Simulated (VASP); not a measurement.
# BaTiO3 (P1) in VASP: single point with PBE

Aim: the single point of BaTiO3 with PBE.

Everything below comes from runs of VASP 6.6.1. Logs are shortened: lines on timing, memory, paths and dates and some standing lists are left out, and cuts for length are marked.

### 1 The cell of the first run

The typed cell holds 5 atoms: a = 4.000 Å, b = 4.000 Å, c = 4.018 Å, α = 90.00°, β = 90.00°, γ = 90.00°.

### 2 Single point, PBE

INCAR reads:

```
SYSTEM = BaTiO3
PREC     = Accurate       ! precision mode
ENCUT    = 1340           ! plane-wave cutoff, eV
EDIFF    = 1E-6           ! SCF threshold, eV
ISMEAR   = -1             ! smearing method
SIGMA    = 0.05           ! smearing width, eV
LREAL    = .FALSE.        ! projectors in reciprocal space
LASPH    = .TRUE.         ! aspherical terms in the spheres
NELM     = 120            ! most SCF steps
ALGO     = Normal         ! electronic algorithm
ISIF     = 2              ! what is computed and relaxed
LWAVE    = .FALSE.        ! write WAVECAR
LCHARG   = .FALSE.        ! write CHGCAR
GGA      = PE             ! functional
NBANDS   = 28             ! bands
GGA_COMPAT= .FALSE.
```

KPOINTS reads:

```
regular mesh
0
G
  5 5 5
  0 0 0
```

POSCAR reads:

```
BaTiO3
1.0
    3.9998000000      0.0000000000      0.0000000000
    0.0000000000      3.9998000000      0.0000000000
    0.0000000000      0.0000000000      4.0180000000
Ba Ti O
1 1 3
Direct
   -0.0099110000      0.0153840000     -0.0038750000
    0.4968850000      0.5003450000      0.4933810000
   -0.0036910000      0.5004510000      0.5125520000
    0.5134300000      0.0004610000      0.5216300000
    0.5064820000      0.4930380000      0.0246330000
```

Potentials or basis: VASP PAW PBE potentials, release 64 (Ba_sv, Ti_sv, O_h).

Run with:

```console
> cat potpaw_PBE.64/Ba_sv/POTCAR potpaw_PBE.64/Ti_sv/POTCAR potpaw_PBE.64/O_h/POTCAR > POTCAR
> mpirun -np 1 vasp_std > vasp.out
```

OUTCAR:

```text
SYSTEM = BaTiO3
   PREC = Accurate
   ENCUT = 1340
   EDIFF = 1E-6
   ISMEAR = -1
   LREAL = .FALSE.
   LASPH = .TRUE.
   NELM = 120
   ISIF = 2
   GGA = PE

 ion  position               nearest neighbor table
   1  0.990  0.015  0.996-   4 2.70   5 2.72   3 2.75   5 2.82   3 2.83   4 2.83   3 2.84   4 2.85
                             5 2.85   3 2.92   5 2.94   4 2.97   2 3.41   2 3.43   2 3.44   2 3.46
   2  0.497  0.500  0.493-   5 1.88   3 2.00   3 2.00   4 2.00   4 2.00   5 2.14   1 3.41   1 3.43
                             1 3.44   1 3.46   1 3.48   1 3.50   1 3.51   1 3.53
   3  0.996  0.500  0.513-   2 2.00   2 2.00   1 2.75   1 2.83   1 2.84   1 2.92
   4  0.513  0.000  0.522-   2 2.00   2 2.00   1 2.70   1 2.83   1 2.85   1 2.97
   5  0.506  0.493  0.025-   2 1.88   2 2.14   1 2.72   1 2.82   1 2.85   1 2.94

  LATTYP: Found a simple tetragonal cell.
 ALAT       =     3.9998000000
 C/A-ratio  =     1.0045502275

  Lattice vectors:

 A1 = (   3.9998000000,   0.0000000000,   0.0000000000)
 A2 = (   0.0000000000,   3.9998000000,   0.0000000000)
 A3 = (   0.0000000000,   0.0000000000,   4.0180000000)

Analysis of symmetry for initial positions (statically):
=====================================================================
 Subroutine PRICEL returns:
 Original cell was already a primitive cell.

 Routine SETGRP: Setting up the symmetry group for a
 simple tetragonal supercell.

 Subroutine GETGRP returns: Found  1 space group operations
 (whereof  1 operations were pure point group operations)
 out of a pool of 16 trial point group operations.

The static configuration has the point symmetry C_1 .

Analysis of symmetry for dynamics (positions and initial velocities):
=====================================================================
 Subroutine PRICEL returns:
 Original cell was already a primitive cell.

 Routine SETGRP: Setting up the symmetry group for a
 simple tetragonal supercell.

 Subroutine GETGRP returns: Found  1 space group operations
 (whereof  1 operations were pure point group operations)
 out of a pool of 16 trial point group operations.

The dynamic configuration has the point symmetry C_1 .

 Subroutine INISYM returns: Found  1 space group operations
 (whereof  1 operations are pure point group operations),
 and found     1 'primitive' translations

----------------------------------------------------------------------------------------

                                     Primitive cell

  volume of cell :      64.2816

  direct lattice vectors                    reciprocal lattice vectors
     3.999800000  0.000000000  0.000000000     0.250012501  0.000000000  0.000000000
     0.000000000  3.999800000  0.000000000     0.000000000  0.250012501  0.000000000
     0.000000000  0.000000000  4.018000000     0.000000000  0.000000000  0.248880040

  length of vectors
     3.999800000  3.999800000  4.018000000     0.250012501  0.250012501  0.248880040

  position of ions in fractional coordinates (direct lattice)
     0.990089000  0.015384000  0.996125000
     0.496885000  0.500345000  0.493381000
     0.996309000  0.500451000  0.512552000
     0.513430000  0.000461000  0.521630000
     0.506482000  0.493038000  0.024633000

  ion indices of the primitive-cell ions
   primitive index   ion index
                 1           1
                 2           2
                 3           3
                 4           4
                 5           5

----------------------------------------------------------------------------------------

 KPOINTS: regular mesh

Automatic generation of k-mesh.
 Grid dimensions read from file:
 generate k-points for:    5    5    5

 Generating k-lattice:

  Cartesian coordinates                     Fractional coordinates (reciprocal lattice)
     0.050002500  0.000000000  0.000000000     0.200000000  0.000000000  0.000000000
     0.000000000  0.050002500  0.000000000     0.000000000  0.200000000  0.000000000
     0.000000000  0.000000000  0.049776008     0.000000000  0.000000000  0.200000000

  Length of vectors
     0.050002500  0.050002500  0.049776008

  Shift w.r.t. Gamma in fractional coordinates (k-lattice)
     0.000000000  0.000000000  0.000000000

 Subroutine IBZKPT returns following result:
 ===========================================

 Found     63 irreducible k-points:

 Following reciprocal coordinates:
            Coordinates               Weight
  0.000000  0.000000  0.000000      1.000000
  0.200000  0.000000  0.000000      2.000000
  0.000000  0.200000  0.000000      2.000000
  0.400000  0.000000  0.000000      2.000000
  0.000000  0.400000  0.000000      2.000000
  0.200000  0.200000  0.000000      2.000000
[... 16 lines left out ...]
  0.200000  0.200000  0.200000      2.000000
 -0.200000  0.200000  0.200000      2.000000
 [... further k-points ...]
   k-points           NKPTS =     63   k-points in BZ     NKDIM =     63   number of bands    NBANDS=     28
   number of dos      NEDOS =    301   number of ions     NIONS =      5
   total plane-waves  NPLWV = 110592
   dimension x,y,z NGX =    48 NGY =   48 NGZ =   48
   dimension x,y,z NGXF=    96 NGYF=   96 NGZF=   96
   ions per type =               1   1   3
   NGX,Y,Z   is equivalent  to a cutoff of  19.95, 19.95, 19.86 a.u.
   NGXF,Y,Z  is equivalent  to a cutoff of  39.90, 39.90, 39.72 a.u.
 SYSTEM =  BaTiO3
   PREC   = accura    normal or accurate (medium, high low for compatibility)
   ISTART =      0    job   : 0-new  1-cont  2-samecut
   ICHARG =      2    charge: 1-file 2-atom 10-const
   ISPIN  =      1    spin polarized calculation?
   LNONCOLLINEAR =      F non collinear calculations
   LSORBIT =      F    spin-orbit coupling
   LASPH  =      T    aspherical Exc in radial PAW
   ENCUT  = 1340.0 eV  98.49 Ry    9.92 a.u.  11.94 11.94 11.99*2*pi/ulx,y,z
   NELM   =    120;   NELMIN=  2; NELMDL= -5     # of ELM steps
   EDIFF  = 0.1E-05   stopping-criterion for ELM
   LREAL  =      F    real-space projection
   EDIFFG = 0.1E-04   stopping-criterion for IOM
   NSW    =      0    number of steps for IOM
   IBRION =     -1    ionic relax: 0-MD 1-quasi-New 2-CG
   NFREE  =      0    steps in history (QN), initial steepest desc. (CG)
   ISIF   =      2    stress and relaxation
   ISYM   =      2    0-nonsym 1-usesym 2-fastsym
   POTIM  = 0.5000    time-step for ionic-motion
   TEBEG  =    0.0;   TEEND  =   0.0 temperature during run
   PSTRESS=    0.0 pullay stress
   NELECT =      40.0000    total number of electrons
   NUPDOWN=      -1.0000    fix difference up-down
   EMIN   =  10.00;   EMAX   =-10.00  energy-range for DOS
   EFERMI =   0.00;   METHOD = LEGACY
   ISMEAR =    -1;   SIGMA  =   0.05  broadening in eV -4-tet -1-fermi 0-gaus
   EFERMI_NEDOS =   21; number of points for ismear=-14 and -15
   IALGO  =     38    algorithm
   IMIX   =      4    mixing-type and parameters
     AMIX     =   0.40;   BMIX     =  1.00
     AMIX_MAG =   1.60;   BMIX_MAG =  1.00
  volume/ion in A,a.u.               =      12.86        86.76
  Fermi-wavevector in a.u.,A,eV,Ry     =   1.397653  2.641181 26.578078  1.953434
  Thomas-Fermi vector in A             =   2.520888
   LORBIT       =      0    0 simple, 1 ext, 2 COOP (PROOUT), +10 PAW based schemes
   GGA     = PE    functional components
   LHFCALC =     F    Hartree Fock is set to
   AEXX    =    0.0000 exact exchange contribution
   IVDW    =     0    specifies the selected vdW correction
   LEPSILON=     F    determine dielectric tensor
   LRPA    =     F    only Hartree local field effects (RPA)
 non-spin polarized calculation
  energy-cutoff  :     1340.00
  volume of cell :       64.28
 maximum number of plane-waves:      7175
   NGX = 23   NGY = 23   NGZ = 23

 number of electron      40.0000000 magnetization

 Free energy of the ion-electron system (eV)
  ---------------------------------------------------
  ext. energy  EPLUGINS =         0.00000000
  ---------------------------------------------------
  free energy    TOTEN  =       -39.96482816 eV

  energy without entropy =      -39.96482816  energy(sigma->0) =      -39.96482816

 E-fermi :   5.0796     XC(G=0): -11.2414

 val. band max:        4.0465127351   @ k =   0.4000  -0.4000   0.4000
 cond. band min:       5.9975252811   @ k =   0.0000   0.0000   0.0000
 fundamental gap:      1.9510125460
 Fermi energy:         5.0796489951

 k-point     1 :       0.0000    0.0000    0.0000
  band No.  band energies     occupation
      1     -52.3980      2.00000
      2     -28.6446      2.00000
      3     -28.6089      2.00000
      4     -28.6072      2.00000
      5     -20.6414      2.00000
      6     -12.7238      2.00000
[... 20 lines left out ...]
     27       9.3103      0.00000
     28      11.4845      0.00000

 k-point     2 :       0.2000    0.0000    0.0000
  band No.  band energies     occupation
      1     -52.3976      2.00000
      2     -28.6439      2.00000
      3     -28.6271      2.00000
      4     -28.6066      2.00000
      5     -20.6004      2.00000
      6     -12.7687      2.00000
[... 20 lines left out ...]
     27      10.0097      0.00000
     28      12.3904      0.00000

 k-point     3 :       0.0000    0.2000    0.0000
  band No.  band energies     occupation
      1     -52.3976      2.00000
      2     -28.6439      2.00000
      3     -28.6254      2.00000
      4     -28.6082      2.00000
      5     -20.6007      2.00000
      6     -12.7686      2.00000
[... 20 lines left out ...]
     27      10.0050      0.00000
     28      12.3906      0.00000

 k-point     4 :       0.4000    0.0000    0.0000
  band No.  band energies     occupation
      1     -52.3970      2.00000
      2     -28.6566      2.00000
      3     -28.6426      2.00000
      4     -28.6054      2.00000
      5     -20.5322      2.00000
      6     -12.9318      2.00000
[... 578 lines left out ...]
     27      12.1911      0.00000
     28      12.9970      0.00000

 k-point    23 :       0.2000    0.2000    0.2000
  band No.  band energies     occupation
      1     -52.3969      2.00000
      2     -28.6604      2.00000
      3     -28.6257      2.00000
      4     -28.6235      2.00000
      5     -20.5331      2.00000
      6     -12.6336      2.00000
[... 20 lines left out ...]
     27      11.0645      0.00000
     28      12.3229      0.00000

 k-point    24 :      -0.2000    0.2000    0.2000
  band No.  band energies     occupation
      1     -52.3969      2.00000
      2     -28.6604      2.00000
      3     -28.6256      2.00000
      4     -28.6235      2.00000
      5     -20.5331      2.00000
      6     -12.6319      2.00000
[... 20 lines left out ...]
     27      11.0202      0.00000
     28      12.3283      0.00000

 [... further k-points ...]
[... 5 lines left out ...]
  --------------------------------------------------------------------------------------
  -------------------------------------------------------------------------------------
  Total        1.7620480      1.5939434      2.1579993     -0.0901945     -0.0774683      0.1927978
  in kB       43.9179265     39.7280272     53.7867628     -2.2480399     -1.9308470      4.8053628
  external PRESSURE =      45.8109055 kB  Pullay stress =       0.0000000 kB

 VOLUME and BASIS-vectors are now :
 -----------------------------------------------------------------------------
  energy-cutoff  :     1340.00
  volume of cell :       64.28
      direct lattice vectors                 reciprocal lattice vectors
     3.999800000  0.000000000  0.000000000     0.250012501  0.000000000  0.000000000
     0.000000000  3.999800000  0.000000000     0.000000000  0.250012501  0.000000000
     0.000000000  0.000000000  4.018000000     0.000000000  0.000000000  0.248880040

 POSITION                                       TOTAL-FORCE (eV/Angst)
 -----------------------------------------------------------------------------------
      3.96016      0.06153      4.00243         0.303962     -0.437743      0.268418
      1.98744      2.00128      1.98240        -0.024634      0.182083     -0.287567
      3.98504      2.00170      2.05943         0.457768      0.078304      0.071534
      2.05362      0.00184      2.09591        -0.440813     -0.057145     -0.127710
      2.02583      1.97205      0.09898        -0.296284      0.234501      0.075325
 -----------------------------------------------------------------------------------
    total drift:                               -0.000194      0.000104     -0.000164

  FREE ENERGIE OF THE ION-ELECTRON SYSTEM (eV)
  ---------------------------------------------------
  free  energy   TOTEN  =       -39.9648281594 eV

  energy  without entropy=      -39.9648281588  energy(sigma->0) =      -39.96482816
```

Run time: 7.1 min. Hardware: 1 thread of AMD EPYC 7R13 (Zen 3), shared host; peak memory 0.63 GiB.

What came out:

| Property | Result |
| --- | --- |
| Free energy | -39.9648 eV |
| Pressure | 4.6 GPa |
| Largest force | 0.597 eV/Å |
| Band gap on the k mesh | 1.95 eV (least direct gap 2.07 eV) |

Forces in eV/Å, atoms in the order of the input:
```
Ba   0.304 -0.438  0.268
Ti  -0.025  0.182 -0.288
O    0.458  0.078  0.072
O   -0.441 -0.057 -0.128
O   -0.296  0.235  0.075
```

Caveat: the cell stands under pressure; spin-orbit coupling is left out, which moves the levels of the heavy elements. Expect the measured gap to be larger: semilocal functionals such as PBE lack the derivative discontinuity.
